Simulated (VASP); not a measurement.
Here is a VASP 6.6.1 calculation.

INCAR

```
SYSTEM = Pd
  PREC = Accurate
  ENCUT = 600
  EDIFF = 1E-7
  ISMEAR = 0
  SIGMA = 0.1
  LREAL = .False.
  LASPH = .True.
  NELM = 100
  ALGO = Normal
  ISIF = 3
  LWAVE = .False.
  LCHARG = .False.
  GGA = PE
  IBRION = 2
  NSW = 80
  EDIFFG = -0.01
```

Contents of KPOINTS:

```
regular mesh
0
Gamma
  18 18 18
  0 0 0
```

Contents of POSCAR:

```
Pd
1.0
    0.0000000000      1.9740941822      1.9740941822
    1.9740941822      0.0000000000      1.9740941822
    1.9740941822      1.9740941822      0.0000000000
Pd
1
Direct
    0.0000000000      0.0000000000      0.0000000000
```

Potentials or basis: VASP PAW PBE potentials, release 64 (Pd).

Launch:

```bash
$ cat potpaw_PBE.64/Pd/POTCAR > POTCAR
$ mpirun -np 1 vasp_std > vasp.out
```

Q: What does it give for the space group after relaxing (to 0.05 Å)?

A: Fm-3m (No. 225).

Q: What does it give for the relaxed volume?

A: 15.28 Å³/atom.

Q: What does it give for the band gap on the k mesh?

A: Zero (band 5 reaches 9.46 eV, above the bottom of band 6 at 7.97 eV).

Step by step:
| step | energy change (eV) | largest force (eV/Å) | pressure (GPa) | volume (Å³) |
| --- | --- | --- | --- | --- |
| 1 | 0.0000 | 0.0000 | -1.09 | 15.39 |
| 2 | 0.0002 | 0.0000 | 1.50 | 15.15 |
| 3 | -0.0004 | 0.0000 | 0.01 | 15.28 |
